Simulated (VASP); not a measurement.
Write the native input for VASP 6.6.1 that does the following.

```
Task                               : single point
Functional                         : HSE06
Potentials or basis                : VASP PAW PBE potentials, release 64 (Li_sv, Cl)
Cutoff                             : 520 eV
k mesh                             : 6 × 6 × 6
Occupations                        : gaussian, width 0.01 eV
Spin                               : no spin polarisation
Dipole correction                  : no
Grid for exact exchange (PRECFOCK) : Normal
Further INCAR settings             : ALGO = Normal; EDIFF = 1e-06; NBANDS = 12
Share of exact exchange            : 0.25
Screening parameter                : 0.2079 1/Å
```

LiCl:

```
Li Cl
1.0
     0.00000    2.55604    2.60716
     2.55604    0.00000    2.60716
     2.55604    2.55604    0.00000
Li Cl
1 1
Direct
  0.00000 0.00000 0.00000
  0.50000 0.50000 0.50000
```

This cell differs from its parent crystal: uniaxial z strain +2.0%.

One way to write it, as run:

POSCAR

```
LiCl
1.0
    0.0000000000      2.5560369926      2.6071577324
    2.5560369926      0.0000000000      2.6071577324
    2.5560369926      2.5560369926      0.0000000000
Li Cl
1 1
Direct
    0.0000000000      0.0000000000      0.0000000000
    0.5000000000      0.5000000000      0.5000000000
```

INCAR.step1

```
SYSTEM = LiCl
PREC = Accurate
ENCUT = 520
EDIFF = 1E-5
ISMEAR = 0
SIGMA = 0.01
LREAL = .FALSE.
LASPH = .TRUE.
NELM = 100
ALGO = Normal
ISIF = 2
LWAVE = .TRUE.
GGA = PE
NBANDS = 12
```

INCAR.step2

```
SYSTEM = LiCl
PREC = Accurate
ENCUT = 520
EDIFF = 1E-6
ISMEAR = 0
SIGMA = 0.01
LREAL = .FALSE.
LASPH = .TRUE.
NELM = 100
ALGO = Normal
ISIF = 2
LWAVE = .FALSE.
LCHARG = .TRUE.
GGA = PE
LHFCALC = .TRUE.
HFSCREEN = 0.2079
PRECFOCK = Normal
LELF = .TRUE.
LVHAR = .TRUE.
ISTART = 1
NBANDS = 12
```

KPOINTS

```
Automatic mesh
0
G
  6 6 6
  0 0 0
```

Potentials or basis: VASP PAW PBE potentials, release 64 (Li_sv, Cl).

Run with:

```console
$ cat potpaw_PBE.64/Li_sv/POTCAR potpaw_PBE.64/Cl/POTCAR > POTCAR
$ cp INCAR.step1 INCAR
$ mpirun -np 1 vasp_std > vasp.out
$ cp INCAR.step2 INCAR
$ mpirun -np 1 vasp_std > vasp.out
```

Results of the run:

| Property | Result |
| --- | --- |
| Band gap on the k mesh | 7.64 eV |

Caveat: the cell differs from its parent crystal (uniaxial z strain +2.0%).

Run time: 11 min on 1 thread of Intel(R) Xeon(R) Platinum 8488C (Sapphire Rapids), with other jobs on the host, peak memory 0.27 GiB.
